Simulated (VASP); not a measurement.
# C (R-3m) in VASP: single point with r2SCAN

Aim: the single point of C with r2SCAN.

All numbers are computed with VASP 6.6.1; they aren't measurements. Logs are shortened: lines on timing, memory, paths and dates and some standing lists are left out, and cuts for length are marked.

### 1 The cell of the first run

Symmetry: R-3m, No. 166, trigonal system. Conventional cell: a = 2.456 Å, b = 2.456 Å, c = 10.041 Å, α = 90.00°, β = 90.00°, γ = 120.00°. C (site symmetry 3m) has 3 C at 1.42 Å within 1.9 Å.

### 2 Single point, r2SCAN

Contents of POSCAR:

```
C
1.0
    1.2280263465      0.7090013417      3.3470108394
   -1.2280263465      0.7090013417      3.3470108394
    0.0000000000     -1.4180026834      3.3470108394
C
2
Direct
    0.1640000000      0.1640000000      0.1640000000
    0.8360000000      0.8360000000      0.8360000000
```

Contents of INCAR.step1:

```
SYSTEM = C
PREC = Accurate ; ENCUT = 520
ISMEAR = 0 ; SIGMA = 0.05
LREAL = .False. ; LASPH = .True.
NELM = 100 ; NBANDS = 11
GGA = PE ; ALGO = Normal
EDIFF = 1E-4 ; LWAVE = .True.
LCHARG = .False.
```

Contents of INCAR.step2:

```
SYSTEM = C
PREC = Accurate ; ENCUT = 520
EDIFF = 1E-7 ; ISMEAR = 0
SIGMA = 0.05 ; LREAL = .False.
LASPH = .True. ; NELM = 100
ALGO = Normal ; ISIF = 2
LWAVE = .False. ; LCHARG = .True.
METAGGA = R2SCAN ; LMIXTAU = .True.
LELF = .True. ; LVHAR = .True.
NBANDS = 11 ; ISTART = 1
```

Contents of KPOINTS:

```
regular mesh
0
Gamma
  12 12 12
  0 0 0
```

Potentials or basis: VASP PAW PBE potentials, release 64 (C).

Run with:

```
cat potpaw_PBE.64/C/POTCAR > POTCAR
cp INCAR.step1 INCAR
mpirun -np 1 vasp_std > vasp.out
cp INCAR.step2 INCAR
mpirun -np 1 vasp_std > vasp.out
```

OUTCAR:

```text
SYSTEM = C
   PREC = Accurate
   ENCUT = 520
   EDIFF = 1E-7
   ISMEAR = 0
   LREAL = .False.
   LASPH = .True.
   NELM = 100
   ISIF = 2
   METAGGA = R2SCAN
   ISTART = 1

 ion  position               nearest neighbor table
   1  0.164  0.164  0.164-   2 1.42   2 1.42   2 1.42
   2  0.836  0.836  0.836-   1 1.42   1 1.42   1 1.42

  LATTYP: Found a trigonal (rhomboedric) cell.
 ALAT       =     3.6349983727
 COS(alpha) =     0.7717362630

  Lattice vectors:

 A1 = (   1.2280263465,   0.7090013417,   3.3470108394)
 A2 = (  -1.2280263465,   0.7090013417,   3.3470108394)
 A3 = (   0.0000000000,  -1.4180026834,   3.3470108394)

Analysis of symmetry for initial positions (statically):
=====================================================================
 Subroutine PRICEL returns:
 Original cell was already a primitive cell.

 Routine SETGRP: Setting up the symmetry group for a
 trigonal (rhombohedral) supercell.

 Subroutine GETGRP returns: Found 12 space group operations
 (whereof 12 operations were pure point group operations)
 out of a pool of 12 trial point group operations.

The static configuration has the point symmetry D_3d.

Analysis of symmetry for dynamics (positions and initial velocities):
=====================================================================
 Subroutine PRICEL returns:
 Original cell was already a primitive cell.

 Routine SETGRP: Setting up the symmetry group for a
 trigonal (rhombohedral) supercell.

 Subroutine GETGRP returns: Found 12 space group operations
 (whereof 12 operations were pure point group operations)
 out of a pool of 12 trial point group operations.

The dynamic configuration has the point symmetry D_3d.

 Subroutine INISYM returns: Found 12 space group operations
 (whereof 12 operations are pure point group operations),
 and found     1 'primitive' translations

----------------------------------------------------------------------------------------

                                     Primitive cell

  volume of cell :      17.4849

  direct lattice vectors                    reciprocal lattice vectors
     1.228026347  0.709001342  3.347010839     0.407157388  0.235072428  0.099591352
    -1.228026347  0.709001342  3.347010839    -0.407157388  0.235072428  0.099591352
     0.000000000 -1.418002683  3.347010839     0.000000000 -0.470144855  0.099591352

  length of vectors
     3.634998373  3.634998373  3.634998373     0.480577384  0.480577384  0.480577384
[... 87 lines left out ...]
   ISIF   =      2    stress and relaxation
   ISYM   =      2    0-nonsym 1-usesym 2-fastsym
   POTIM  = 0.5000    time-step for ionic-motion
   TEBEG  =    0.0;   TEEND  =   0.0 temperature during run
   PSTRESS=    0.0 pullay stress
   NELECT =       8.0000    total number of electrons
   NUPDOWN=      -1.0000    fix difference up-down
   EMIN   =  10.00;   EMAX   =-10.00  energy-range for DOS
   EFERMI =   0.00;   METHOD = LEGACY
   ISMEAR =     0;   SIGMA  =   0.05  broadening in eV -4-tet -1-fermi 0-gaus
   EFERMI_NEDOS =   21; number of points for ismear=-14 and -15
   IALGO  =     38    algorithm
   IMIX   =      4    mixing-type and parameters
     AMIX     =   0.40;   BMIX     =  1.00
     AMIX_MAG =   1.60;   BMIX_MAG =  1.00
  volume/ion in A,a.u.               =       8.74        59.00
  Fermi-wavevector in a.u.,A,eV,Ry     =   1.261490  2.383870 21.651724  1.591357
  Thomas-Fermi vector in A             =   2.394946
   LORBIT       =      0    0 simple, 1 ext, 2 COOP (PROOUT), +10 PAW based schemes
   METAGGA = R2SCAN    functional components
   LHFCALC =     F    Hartree Fock is set to
   AEXX    =    0.0000 exact exchange contribution
   IVDW    =     0    specifies the selected vdW correction
   LEPSILON=     F    determine dielectric tensor
   LRPA    =     F    only Hartree local field effects (RPA)
 non-spin polarized calculation
 Gauss-broadening in eV      SIGMA  =   0.05
  energy-cutoff  :      520.00
  volume of cell :       17.48
 maximum number of plane-waves:       483
   NGX = 13   NGY = 13   NGZ = 13

 number of electron       8.0000000 magnetization

 Free energy of the ion-electron system (eV)
  ---------------------------------------------------
  ext. energy  EPLUGINS =         0.00000000
  ---------------------------------------------------
  free energy    TOTEN  =       -19.84759156 eV

  energy without entropy =      -19.84759156  energy(sigma->0) =      -19.84759156

 E-fermi :   4.6591     XC(G=0): -11.1647

 val. band max:        4.3158838609   @ k =  -0.3333   0.3333   0.0000
 cond. band min:       5.1079481436   @ k =  -0.3333   0.3333   0.0000
 fundamental gap:      0.7920642826
 Fermi energy:         4.6591231906

 k-point     1 :       0.0000    0.0000    0.0000
  band No.  band energies     occupation
      1     -16.2597      2.00000
      2      -2.2878      2.00000
      3       1.5531      2.00000
      4       1.5531      2.00000
      5       9.1086      0.00000
      6      13.4753      0.00000
      7      13.4753      0.00000
      8      17.1510      0.00000
      9      18.0784      0.00000
     10      28.8352      0.00000
     11      31.8895      0.00000
[... 309 lines left out ...]
 k-point    24 :      -0.4167    0.1667   -0.0000
  band No.  band energies     occupation
      1     -10.1755      2.00000
      2      -8.9665      2.00000
      3      -3.9657      2.00000
      4       3.1727      2.00000
      5       6.3585      0.00000
      6      15.4700      0.00000
      7      16.8049      0.00000
      8      17.6536      0.00000
      9      21.0243      0.00000
     10      25.0728      0.00000
     11      29.0198      0.00000

 [... further k-points ...]

------------------------ aborting loop because EDIFF is reached ----------------------------------------

  FORCE on cell =-STRESS in cart. coord.  units (eV):
  Direction    XX          YY          ZZ          XY          YZ          ZX
  --------------------------------------------------------------------------------------
  -------------------------------------------------------------------------------------
  Total        0.0962969      0.0962969      0.0873540      0.0000000      0.0000000      0.0000000
  in kB        8.8238846      8.8238846      8.0044310      0.0000000      0.0000000      0.0000000
  external PRESSURE =       8.5507334 kB  Pullay stress =       0.0000000 kB

 VOLUME and BASIS-vectors are now :
 -----------------------------------------------------------------------------
  energy-cutoff  :      520.00
  volume of cell :       17.48
      direct lattice vectors                 reciprocal lattice vectors
     1.228026347  0.709001342  3.347010839     0.407157388  0.235072428  0.099591352
    -1.228026347  0.709001342  3.347010839    -0.407157388  0.235072428  0.099591352
     0.000000000 -1.418002683  3.347010839     0.000000000 -0.470144855  0.099591352

 POSITION                                       TOTAL-FORCE (eV/Angst)
 -----------------------------------------------------------------------------------
      0.00000      0.00000      1.64673         0.000000      0.000000      0.897189
      0.00000      0.00000      8.39430         0.000000      0.000000     -0.897189
 -----------------------------------------------------------------------------------
    total drift:                                0.000000     -0.000000      0.000000

  FREE ENERGIE OF THE ION-ELECTRON SYSTEM (eV)
  ---------------------------------------------------
  free  energy   TOTEN  =       -19.8475915605 eV

  energy  without entropy=      -19.8475915605  energy(sigma->0) =      -19.84759156
```

OSZICAR.step1:

```text
N       E                     dE             d eps       ncg     rms          rms(c)
DAV:   1     0.524253967690E+01    0.52425E+01   -0.45580E+03  4286   0.666E+02
DAV:   2    -0.190603508048E+02   -0.24303E+02   -0.22750E+02  5411   0.129E+02
DAV:   3    -0.196081008691E+02   -0.54775E+00   -0.54695E+00  5184   0.164E+01
DAV:   4    -0.196099534112E+02   -0.18525E-02   -0.18524E-02  4821   0.118E+00
DAV:   5    -0.196099607398E+02   -0.73286E-05   -0.73285E-05  5237   0.682E-02    0.639E+00
DAV:   6    -0.186847993763E+02    0.92516E+00   -0.78409E-01  4836   0.515E+00    0.373E+00
DAV:   7    -0.183922057134E+02    0.29259E+00   -0.88595E-01  4976   0.551E+00    0.105E+00
DAV:   8    -0.183958328242E+02   -0.36271E-02   -0.20200E-02  4611   0.902E-01    0.114E-01
DAV:   9    -0.183956659355E+02    0.16689E-03   -0.53647E-04  5067   0.148E-01    0.530E-02
DAV:  10    -0.183957416761E+02   -0.75741E-04   -0.12990E-04  4646   0.792E-02
   1 F= -.18395742E+02 E0= -.18395742E+02  d E =-.229340E-20
```

Run time: 3.4 min. Hardware: 1 thread of Intel Xeon 6975P-C, shared host; peak memory 0.17 GiB.

What came out:

- Free energy: -19.8476 eV
- Pressure: 0.9 GPa
- Largest force: 0.897 eV/Å
- Band gap on the k mesh: 0.79 eV, direct

Forces on the atoms (eV/Å):
```
C    0.000  0.000  0.897
C    0.000  0.000 -0.897
```

Caveat: the PAW data sets were made with another functional, which shifts forces and pressure a little. A k mesh can miss the band edges.
